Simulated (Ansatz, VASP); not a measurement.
One calculation of Cl, two programs

```xyz
1
Lattice="2.2925 -3.1033 0.0426 2.2925 3.1033 0.0426 -1.4240 0.0000 2.0402" Properties=species:S:1:pos:R:3 pbc="T T T"
Cl    1.5805    0.0000    1.0627
```

Alike in both runs: task single point; functional PBEsol; k mesh 6 × 6 × 8; occupations gaussian, width 0.1 eV; no spin polarisation.

```csv
,VASP,Ansatz
version,VASP 6.6.1,Ansatz 0.2.0
potentials or method,"VASP PAW PBE potentials, release 64 (Cl), cutoff 520 eV","scalar-relativistic, plane waves, PAW"
valence electrons in the cell,7,7
```

|  | VASP | Ansatz | Ansatz less VASP |
| --- | --- | --- | --- |
| gap on the k mesh at the Fermi level (eV) | none | none | - |
| pressure (GPa) | -5.7 | -5.6 | +0.05 |
| traceless stress, the component that is largest in VASP (GPa) | 7.23 | 7.24 | +0.006 |

VASP's potentials were made for PBE, not for PBEsol. A gap of «none» marks a metal or a gap that the smearing closes. With one functional, cell and mesh, what is left measures potentials, basis and numerics.

The k mesh is coarse, so the values compare programs but aren't converged.
